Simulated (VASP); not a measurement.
# CaO (Fm-3m) in VASP: notebook

The runs below take CaO through single point, with LDA, r2SCAN.

All numbers are computed with VASP 6.6.1; they aren't measurements. Logs are shortened: lines on timing, memory, paths and dates and some standing lists are left out, and cuts for length are marked.

## 1. The cell of the first run

Symmetry: Fm-3m, No. 225, cubic system. The conventional cell has a = 4.676 Å, b = 4.676 Å, c = 4.676 Å, α = 90.00°, β = 90.00°, γ = 90.00°. Ca (site symmetry m-3m) has 6 O at 2.34 Å within 3.1 Å. Within 3.1 Å of O (site symmetry m-3m) lie 6 Ca at 2.34 Å.

## 2. Single point, LDA (12.78 Å³/atom)

INCAR

```
PREC = Accurate ; ENCUT = 1340
EDIFF = 1E-6 ; ISMEAR = 0
SIGMA = 0.05 ; LREAL = False
LASPH = True ; NELM = 120
ALGO = Normal ; ISIF = 2
LWAVE = False ; LCHARG = True
LELF = True ; LVHAR = True
NBANDS = 15 ; GGA_COMPAT = False
```

KPOINTS

```
Automatic mesh
0
Gamma
  8 8 8
```

POSCAR

```
CaO
1.0
    0.0000000000      2.3378444264      2.3378444264
    2.3378444264      0.0000000000      2.3378444264
    2.3378444264      2.3378444264      0.0000000000
Ca O
1 1
Direct
    0.5000000000      0.5000000000      0.5000000000
    0.0000000000      0.0000000000      0.0000000000
```

Potentials or basis: VASP PAW LDA potentials, release 64 (Ca_sv, O_h).

Launch:

```
cat potpaw_LDA.64/Ca_sv/POTCAR potpaw_LDA.64/O_h/POTCAR > POTCAR
mpirun -np 1 vasp_std > vasp.out
```

OUTCAR:

```text
PREC = Accurate
   ENCUT = 1340
   EDIFF = 1E-6
   ISMEAR = 0
   LREAL = False
   LASPH = True
   NELM = 120
   ISIF = 2

 ion  position               nearest neighbor table
   1  0.500  0.500  0.500-   2 2.34   2 2.34   2 2.34   2 2.34   2 2.34   2 2.34
   2  0.000  0.000  0.000-   1 2.34   1 2.34   1 2.34   1 2.34   1 2.34   1 2.34

  LATTYP: Found a face centered cubic cell.
 ALAT       =     4.6756888528

  Lattice vectors:

 A1 = (   0.0000000000,   2.3378444264,   2.3378444264)
 A2 = (   2.3378444264,   0.0000000000,   2.3378444264)
 A3 = (   2.3378444264,   2.3378444264,   0.0000000000)

Analysis of symmetry for initial positions (statically):
=====================================================================
 Subroutine PRICEL returns:
 Original cell was already a primitive cell.

 Routine SETGRP: Setting up the symmetry group for a
 face centered cubic supercell.

 Subroutine GETGRP returns: Found 48 space group operations
 (whereof 48 operations were pure point group operations)
 out of a pool of 48 trial point group operations.

The static configuration has the point symmetry O_h .

Analysis of symmetry for dynamics (positions and initial velocities):
=====================================================================
 Subroutine PRICEL returns:
 Original cell was already a primitive cell.

 Routine SETGRP: Setting up the symmetry group for a
 face centered cubic supercell.

 Subroutine GETGRP returns: Found 48 space group operations
 (whereof 48 operations were pure point group operations)
 out of a pool of 48 trial point group operations.

The dynamic configuration has the point symmetry O_h .

 Subroutine INISYM returns: Found 48 space group operations
 (whereof 48 operations are pure point group operations),
 and found     1 'primitive' translations

----------------------------------------------------------------------------------------

                                     Primitive cell

  volume of cell :      25.5551

  direct lattice vectors                    reciprocal lattice vectors
     0.000000000  2.337844426  2.337844426    -0.213872230  0.213872230  0.213872230
     2.337844426  0.000000000  2.337844426     0.213872230 -0.213872230  0.213872230
     2.337844426  2.337844426  0.000000000     0.213872230  0.213872230 -0.213872230

  length of vectors
     3.306211295  3.306211295  3.306211295     0.370437568  0.370437568  0.370437568

  position of ions in fractional coordinates (direct lattice)
     0.500000000  0.500000000  0.500000000
     0.000000000  0.000000000  0.000000000

  ion indices of the primitive-cell ions
   primitive index   ion index
                 1           1
                 2           2

----------------------------------------------------------------------------------------

 KPOINTS: Automatic mesh

Automatic generation of k-mesh.
 Grid dimensions read from file:
 generate k-points for:    8    8    8

 Generating k-lattice:

  Cartesian coordinates                     Fractional coordinates (reciprocal lattice)
    -0.026734029  0.026734029  0.026734029     0.125000000  0.000000000  0.000000000
     0.026734029 -0.026734029  0.026734029     0.000000000  0.125000000  0.000000000
     0.026734029  0.026734029 -0.026734029     0.000000000  0.000000000  0.125000000

  Length of vectors
     0.046304696  0.046304696  0.046304696

  Shift w.r.t. Gamma in fractional coordinates (k-lattice)
     0.000000000  0.000000000  0.000000000

 Subroutine IBZKPT returns following result:
 ===========================================

 Found     29 irreducible k-points:

 Following reciprocal coordinates:
            Coordinates               Weight
  0.000000  0.000000  0.000000      1.000000
  0.125000  0.000000  0.000000      8.000000
  0.250000  0.000000  0.000000      8.000000
  0.375000  0.000000  0.000000      8.000000
  0.500000  0.000000  0.000000      4.000000
  0.125000  0.125000  0.000000      6.000000
[... 16 lines left out ...]
  0.500000  0.250000  0.125000     48.000000
 -0.375000  0.250000  0.125000     24.000000
 [... further k-points ...]
   k-points           NKPTS =     29   k-points in BZ     NKDIM =     29   number of bands    NBANDS=     15
   number of dos      NEDOS =    301   number of ions     NIONS =      2
   total plane-waves  NPLWV =  64000
   dimension x,y,z NGX =    40 NGY =   40 NGZ =   40
   dimension x,y,z NGXF=    80 NGYF=   80 NGZF=   80
   ions per type =               1   1
   NGX,Y,Z   is equivalent  to a cutoff of  20.11, 20.11, 20.11 a.u.
   NGXF,Y,Z  is equivalent  to a cutoff of  40.23, 40.23, 40.23 a.u.
 SYSTEM =  unknown system
   PREC   = accura    normal or accurate (medium, high low for compatibility)
   ISTART =      0    job   : 0-new  1-cont  2-samecut
   ICHARG =      2    charge: 1-file 2-atom 10-const
   ISPIN  =      1    spin polarized calculation?
   LNONCOLLINEAR =      F non collinear calculations
   LSORBIT =      F    spin-orbit coupling
   LASPH  =      T    aspherical Exc in radial PAW
   ENCUT  = 1340.0 eV  98.49 Ry    9.92 a.u.   9.87  9.87  9.87*2*pi/ulx,y,z
   NELM   =    120;   NELMIN=  2; NELMDL= -5     # of ELM steps
   EDIFF  = 0.1E-05   stopping-criterion for ELM
   LREAL  =      F    real-space projection
   EDIFFG = 0.1E-04   stopping-criterion for IOM
   NSW    =      0    number of steps for IOM
   IBRION =     -1    ionic relax: 0-MD 1-quasi-New 2-CG
   NFREE  =      0    steps in history (QN), initial steepest desc. (CG)
   ISIF   =      2    stress and relaxation
   ISYM   =      2    0-nonsym 1-usesym 2-fastsym
   POTIM  = 0.5000    time-step for ionic-motion
   TEBEG  =    0.0;   TEEND  =   0.0 temperature during run
   PSTRESS=    0.0 pullay stress
   NELECT =      16.0000    total number of electrons
   NUPDOWN=      -1.0000    fix difference up-down
   EMIN   =  10.00;   EMAX   =-10.00  energy-range for DOS
   EFERMI =   0.00;   METHOD = LEGACY
   ISMEAR =     0;   SIGMA  =   0.05  broadening in eV -4-tet -1-fermi 0-gaus
   EFERMI_NEDOS =   21; number of points for ismear=-14 and -15
   IALGO  =     38    algorithm
   IMIX   =      4    mixing-type and parameters
     AMIX     =   0.40;   BMIX     =  1.00
     AMIX_MAG =   1.60;   BMIX_MAG =  1.00
  volume/ion in A,a.u.               =      12.78        86.23
  Fermi-wavevector in a.u.,A,eV,Ry     =   1.400520  2.646598 26.687221  1.961455
  Thomas-Fermi vector in A             =   2.523472
   LORBIT       =      0    0 simple, 1 ext, 2 COOP (PROOUT), +10 PAW based schemes
   GGA     = CA    functional components
   LHFCALC =     F    Hartree Fock is set to
   AEXX    =    0.0000 exact exchange contribution
   IVDW    =     0    specifies the selected vdW correction
   LEPSILON=     F    determine dielectric tensor
   LRPA    =     F    only Hartree local field effects (RPA)
 non-spin polarized calculation
 Gauss-broadening in eV      SIGMA  =   0.05
  energy-cutoff  :     1340.00
  volume of cell :       25.56
 maximum number of plane-waves:      2884
   NGX = 19   NGY = 19   NGZ = 19

 number of electron      16.0000000 magnetization

 Free energy of the ion-electron system (eV)
  ---------------------------------------------------
  ext. energy  EPLUGINS =         0.00000000
  ---------------------------------------------------
  free energy    TOTEN  =       -14.22022023 eV

  energy without entropy =      -14.22022023  energy(sigma->0) =      -14.22022023

 E-fermi :   3.1995     XC(G=0): -11.4455

 val. band max:        2.8181612117   @ k =   0.0000   0.0000   0.0000
 cond. band min:       6.2229819873   @ k =   0.5000   0.5000   0.0000
 fundamental gap:      3.4048207757
 Fermi energy:         3.1994881167

 k-point     1 :       0.0000    0.0000    0.0000
  band No.  band energies     occupation
      1     -33.9296      2.00000
      2     -14.9006      2.00000
      3     -14.9006      2.00000
      4     -14.9006      2.00000
      5     -12.5501      2.00000
      6       2.8182      2.00000
      7       2.8182      2.00000
      8       2.8182      2.00000
      9       8.0840      0.00000
     10       9.1128      0.00000
     11       9.1128      0.00000
     12       9.1128      0.00000
     13      10.8283      0.00000
     14      10.8283      0.00000
     15      18.1219      0.00000

 k-point     2 :       0.1250    0.0000    0.0000
  band No.  band energies     occupation
      1     -33.9063      2.00000
      2     -15.2382      2.00000
      3     -14.9109      2.00000
      4     -14.9109      2.00000
      5     -12.2071      2.00000
      6       2.2402      2.00000
      7       2.5664      2.00000
      8       2.5664      2.00000
      9       8.7738      0.00000
     10       9.0874      0.00000
     11       9.4130      0.00000
     12       9.4130      0.00000
     13      11.2592      0.00000
     14      11.2592      0.00000
     15      18.8389      0.00000

 k-point     3 :       0.2500    0.0000    0.0000
  band No.  band energies     occupation
      1     -33.8497      2.00000
      2     -15.8449      2.00000
      3     -14.9356      2.00000
      4     -14.9356      2.00000
      5     -11.5842      2.00000
      6       1.1397      2.00000
      7       2.0354      2.00000
      8       2.0354      2.00000
      9       9.1849      0.00000
     10      10.2046      0.00000
     11      10.2046      0.00000
     12      10.2745      0.00000
     13      12.2864      0.00000
     14      12.2864      0.00000
     15      19.5016      0.00000

 k-point     4 :       0.3750    0.0000    0.0000
  band No.  band energies     occupation
      1     -33.7922      2.00000
      2     -16.3174      2.00000
      3     -14.9599      2.00000
      4     -14.9599      2.00000
      5     -11.0901      2.00000
      6       0.2421      2.00000
      7       1.5804      2.00000
      8       1.5804      2.00000
      9       9.7320      0.00000
     10      11.1344      0.00000
     11      11.1344      0.00000
     12      11.4604      0.00000
     13      13.3973      0.00000
     14      13.3973      0.00000
     15      18.5653      0.00000
[... 307 lines left out ...]
 k-point    22 :       0.3750    0.2500    0.1250
  band No.  band energies     occupation
      1     -33.8084      2.00000
      2     -15.8942      2.00000
      3     -15.1239      2.00000
      4     -14.9858      2.00000
      5     -11.5433      2.00000
      6       0.8183      2.00000
      7       1.9187      2.00000
      8       2.2677      2.00000
      9       8.1724      0.00000
     10      10.4405      0.00000
     11      10.9977      0.00000
     12      11.4044      0.00000
     13      12.2742      0.00000
     14      13.6433      0.00000
     15      20.0719      0.00000

 k-point    23 :       0.5000    0.2500    0.1250
  band No.  band energies     occupation
      1     -33.7628      2.00000
      2     -16.1003      2.00000
      3     -15.2147      2.00000
      4     -15.0380      2.00000
      5     -11.3695      2.00000
      6       0.6381      2.00000
      7       1.5952      2.00000
      8       1.9067      2.00000
      9       8.7601      0.00000
     10      10.6935      0.00000
     11      11.6841      0.00000
     12      11.9138      0.00000
     13      13.3810      0.00000
     14      14.6347      0.00000
     15      18.4821      0.00000

 k-point    24 :      -0.3750    0.2500    0.1250
  band No.  band energies     occupation
      1     -33.7438      2.00000
      2     -16.1829      2.00000
      3     -15.2353      2.00000
      4     -15.0744      2.00000
      5     -11.3043      2.00000
      6       0.5835      2.00000
      7       1.5886      2.00000
      8       1.6177      2.00000
      9       9.7782      0.00000
     10       9.8496      0.00000
     11      12.0240      0.00000
     12      12.3748      0.00000
     13      13.7052      0.00000
     14      15.4579      0.00000
     15      17.5899      0.00000

 [... further k-points ...]
[... 5 lines left out ...]
  --------------------------------------------------------------------------------------
  -------------------------------------------------------------------------------------
  Total        0.5989426      0.5989426      0.5989426      0.0000000     -0.0000000      0.0000000
  in kB       37.5507817     37.5507817     37.5507817      0.0000000     -0.0000000      0.0000000
  external PRESSURE =      37.5507817 kB  Pullay stress =       0.0000000 kB

 VOLUME and BASIS-vectors are now :
 -----------------------------------------------------------------------------
  energy-cutoff  :     1340.00
  volume of cell :       25.56
      direct lattice vectors                 reciprocal lattice vectors
     0.000000000  2.337844426  2.337844426    -0.213872230  0.213872230  0.213872230
     2.337844426  0.000000000  2.337844426     0.213872230 -0.213872230  0.213872230
     2.337844426  2.337844426  0.000000000     0.213872230  0.213872230 -0.213872230

 POSITION                                       TOTAL-FORCE (eV/Angst)
 -----------------------------------------------------------------------------------
      2.33784      2.33784      2.33784         0.000000      0.000000      0.000000
      0.00000      0.00000      0.00000        -0.000000      0.000000     -0.000000
 -----------------------------------------------------------------------------------
    total drift:                                0.000000     -0.000000     -0.000000

  FREE ENERGIE OF THE ION-ELECTRON SYSTEM (eV)
  ---------------------------------------------------
  free  energy   TOTEN  =       -14.2202202269 eV

  energy  without entropy=      -14.2202202269  energy(sigma->0) =      -14.22022023
```

It took 29 s on 1 thread of Intel Xeon Platinum 8375C at 2.90GHz (Ice Lake), shared host; peak memory 0.23 GiB.

What came out:

| Item | Value |
| --- | --- |
| Free energy | -14.2202 eV |
| Pressure | 3.8 GPa |
| Band gap on the k mesh | 3.40 eV (least direct gap 3.75 eV) |

Caveat: the cell stands under pressure. A k mesh can miss the band edges.

## 3. Single point, r2SCAN (14.06 Å³/atom)

This run uses another cell than the first one, of 14.06 Å³/atom.

POSCAR

```
CaO
1.0
    0.0000000000      2.4133076411      2.4133076411
    2.4133076411      0.0000000000      2.4133076411
    2.4133076411      2.4133076411      0.0000000000
Ca O
1 1
Direct
    0.5000000000      0.5000000000      0.5000000000
    0.0000000000      0.0000000000      0.0000000000
```

INCAR.step1

```
SYSTEM = CaO
PREC = Accurate
ENCUT = 1480
ISMEAR = 0
SIGMA = 0.05
LREAL = .False.
LASPH = .True.
NELM = 120
NBANDS = 15
GGA = PE
ALGO = Normal
EDIFF = 1E-5
LWAVE = .True.
LCHARG = .False.
GGA_COMPAT = .False.
```

INCAR.step2

```
SYSTEM = CaO
PREC = Accurate
ENCUT = 1480
EDIFF = 1E-6
ISMEAR = 0
SIGMA = 0.05
LREAL = .False.
LASPH = .True.
NELM = 120
ALGO = Normal
ISIF = 2
LWAVE = .False.
LCHARG = .False.
METAGGA = R2SCAN
LMIXTAU = .True.
NBANDS = 15
ISTART = 1
GGA_COMPAT = .False.
```

KPOINTS

```
Automatic mesh
0
Gamma
  8 8 8
  0 0 0
```

Potentials or basis: VASP PAW PBE potentials, release 64 (Ca_sv, O_h).

Launch:

```
cat potpaw_PBE.64/Ca_sv/POTCAR potpaw_PBE.64/O_h/POTCAR > POTCAR
cp INCAR.step1 INCAR
mpirun -np 1 vasp_std > vasp.out
cp INCAR.step2 INCAR
mpirun -np 1 vasp_std > vasp.out
```

Run time: 2.3 min. Hardware: 1 thread of Intel Xeon 6975P-C (Granite Rapids), shared host; peak memory 0.4 GiB.

It converged, with:

| Property | Result |
| --- | --- |
| Free energy | -19.4669 eV |
| Pressure | -1.3 GPa |
| Band gap on the k mesh | 4.20 eV (least direct gap 4.57 eV) |

Levels at points of the mesh, in eV from the valence-band top:
| k point | band 4 | band 5 | band 6 | band 7 | band 8 | band 9 | band 10 | band 11 | band 12 | band 13 |
| --- | --- | --- | --- | --- | --- | --- | --- | --- | --- | --- |
| (0.00, 0.00, 0.00) | -19.01 | -16.45 | 0.00 | 0.00 | 0.00 | 5.32 | 6.83 | 6.83 | 6.83 | 8.40 |
| (0.50, 0.00, 0.00) | -19.06 | -15.23 | -2.57 | -1.17 | -1.17 | 7.64 | 8.98 | 8.98 | 9.12 | 11.09 |
| (0.50, 0.50, 0.00) | -19.23 | -16.23 | -1.30 | -0.38 | -0.38 | 4.20 | 8.67 | 9.56 | 10.15 | 10.15 |

Caveat: the PAW data sets were made with another functional, which shifts forces and pressure a little. A k mesh can miss the band edges.
